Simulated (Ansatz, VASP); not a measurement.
## TiO2: VASP beside Ansatz

File INCAR:

```
ALGO = Normal
EDIFF = 1E-6
EDIFFG = -0.01
ENCUT = 520
GGA = PE
IBRION = 2
ISIF = 2
ISMEAR = -1
LASPH = True
LCHARG = False
LREAL = False
LWAVE = False
NELM = 60
NSW = 60
PREC = Accurate
SIGMA = 0.05
```

Contents of KPOINTS:

```
k-points
0
Gamma
  8 8 8
```

File POSCAR:

```
TiO2
1.0
   -1.8921000000      1.8921000000      4.9475920000
    1.8921000000     -1.8921000000      4.9475920000
    1.8921000000      1.8921000000     -4.9475920000
Ti O
2 4
Direct
    0.7500000000      0.2500000000      0.5000000000
    0.0000000000      0.0000000000      0.0000000000
    0.7919000000      0.7919000000      0.0000000000
    0.5419000000      0.0419000000      0.5000000000
    0.9581000000      0.4581000000      0.5000000000
    0.2081000000      0.2081000000      0.0000000000
```

File input.yaml:

```yaml
crystal:
  lattice:
    - [-1.8921, 1.8921, 4.947592]
    - [1.8921, -1.8921, 4.947592]
    - [1.8921, 1.8921, -4.947592]
  atoms:
    - { symbol: Ti, position: [0.75, 0.25, 0.5] }
    - { symbol: Ti, position: [0.0, 0.0, 0.0] }
    - { symbol: O, position: [0.7919, 0.7919, 0.0] }
    - { symbol: O, position: [0.5419, 0.0419, 0.5] }
    - { symbol: O, position: [0.9581, 0.4581, 0.5] }
    - { symbol: O, position: [0.2081, 0.2081, 0.0] }
hamiltonian:
  xc: pbe
  pseudopotentials: { kind: paw }
kpoints:
  mp_grid: { grid: [8, 8, 8] }
scf:
  occupations: { method: fermi_dirac, width: 0.05 }
output:
  forces: true
  stress: true
  eigenvalues: true
relax:
  f_tol: 0.01
  max_steps: 40
```

Alike in both runs: task relaxation of the atoms; functional PBE; k mesh 8 × 8 × 8; occupations fermi-dirac, width 0.05 eV; no spin polarisation.

|  | VASP | Ansatz |
| --- | --- | --- |
| version | VASP 6.6.1 | Ansatz 0.2.0 |
| potentials or method | VASP PAW PBE potentials, release 64 (Ti_sv, O) | Ansatz PAW |
| plane-wave cutoff (eV) | 520 | 420 |
| valence electrons in the cell | 48 | 48 |

Ansatz gave:

* gap on the k mesh at the Fermi level, each at its own relaxed structure (eV): 2.21

Problem. Which values does VASP return?

Solution. gap on the k mesh at the Fermi level, each at its own relaxed structure (eV): 2.19.
